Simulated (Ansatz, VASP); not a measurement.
# AgCl in VASP and in Ansatz

The input INCAR:

```
ALGO     = Normal         # electronic algorithm
EDIFF    = 1E-7           # SCF threshold, eV
ENCUT    = 520            # plane-wave cutoff, eV
GGA      = PS             # functional
ISIF     = 2              # what is computed and relaxed
ISMEAR   = -1             # smearing method
LASPH    = True           # aspherical terms in the spheres
LCHARG   = False          # write CHGCAR
LREAL    = False          # projectors in reciprocal space
LWAVE    = False          # write WAVECAR
NBANDS   = 16             # bands
NELM     = 80             # most SCF steps
PREC     = Accurate       # precision mode
SIGMA    = 0.03           # smearing width, eV
```

Contents of KPOINTS:

```
k-points
0
Gamma
  9 9 9
```

Contents of POSCAR:

```
AgCl
1.0
    0.0000000000      2.4284174448      2.4284174448
    2.4284174448      0.0000000000      2.4284174448
    2.4284174448      2.4284174448      0.0000000000
Ag Cl
1 1
Direct
    0.0000000000      0.0000000000      0.0000000000
    0.5000000000      0.5000000000      0.5000000000
```

Input for Ansatz:

```yaml
crystal:
  lattice:
    - [0.0, 2.4284174448, 2.4284174448]
    - [2.4284174448, 0.0, 2.4284174448]
    - [2.4284174448, 2.4284174448, 0.0]
  atoms:
    - { symbol: Ag, position: [0.0, 0.0, 0.0] }
    - { symbol: Cl, position: [0.5, 0.5, 0.5] }
kpoints:
  mp_grid: { grid: [9, 9, 9] }
  band_path:
    path:
      - [0.0, 0.0, 0.0]
      - [0.5, 0.0, 0.5]
      - [0.625, 0.25, 0.625]
      - [0.375, 0.375, 0.75]
      - [0.0, 0.0, 0.0]
      - [0.5, 0.5, 0.5]
      - [0.5, 0.25, 0.75]
      - [0.5, 0.0, 0.5]
    npoints: 6
scf:
  occupations: { method: fermi_dirac, width: 0.03 }
hamiltonian:
  xc: pbesol
  pseudopotentials: { kind: all_electron, lapw: { basis_error: 0.001 } }
output:
  forces: true
  stress: true
  eigenvalues: true
  populations: true
```

Change from the starting cell: volume scaled by 0.7, LAPW.

Alike in both runs: task single point; functional PBEsol; k mesh 9 × 9 × 9; occupations fermi-dirac, width 0.03 eV; no spin polarisation.

|  | VASP | Ansatz |
| --- | --- | --- |
| version | VASP 6.6.1 | Ansatz 0.2.0 |
| potentials or method | VASP PAW PBE potentials, release 64 (Ag, Cl), cutoff 520 eV | all-electron LAPW, scalar-relativistic |

```csv
,VASP,Ansatz,Ansatz less VASP
gap on the k mesh at the Fermi level (eV),1.20,1.21,+0.013
pressure (GPa),47.9,48.0,+0.14
```

VASP's potentials were made for PBE, not for PBEsol. Both programs put the cell under a high pressure, so it lies far from rest at this level. Ansatz ran all-electron here, and VASP with PAW potentials.
